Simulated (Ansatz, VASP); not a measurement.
GaSb: VASP beside Ansatz

```
CELL_PARAMETERS angstrom
0.00000 3.10692 3.02925
3.10692 0.00000 3.02925
3.10692 3.10692 0.00000
ATOMIC_POSITIONS crystal
Ga 0.00000 0.00000 0.00000
Sb 0.75000 0.75000 0.75000
```

Change from the starting cell: strain +0.000 along x and y, -0.025 along z, atoms carried along.

Alike in both runs: task single point; functional PBE; k mesh 16 × 16 × 16; occupations gaussian, width 0.15 eV; no spin polarisation.

```csv
,VASP,Ansatz
version,VASP 6.6.1,Ansatz 0.2.0
potentials or method,"VASP PAW PBE potentials, release 64 (Ga_d, Sb), cutoff 520 eV","scalar-relativistic, plane waves, PAW"
valence electrons in the cell,18,28
```

```tsv
	VASP	Ansatz	Ansatz less VASP
gap on the k mesh at the Fermi level (eV)	none	none	-
pressure (GPa)	1.3	1.2	-0.06
traceless stress, the component that is largest in VASP (GPa)	0.68	0.68	+0.002
```

A gap of «none» marks a metal or a gap that the smearing closes. The functional is the same, so the differences come from potentials, cutoffs and numerics. VASP's potentials hold 18 valence electrons a cell and Ansatz's 28, so a difference there can come from the potentials and not from the codes.

Spin-orbit coupling is off throughout.
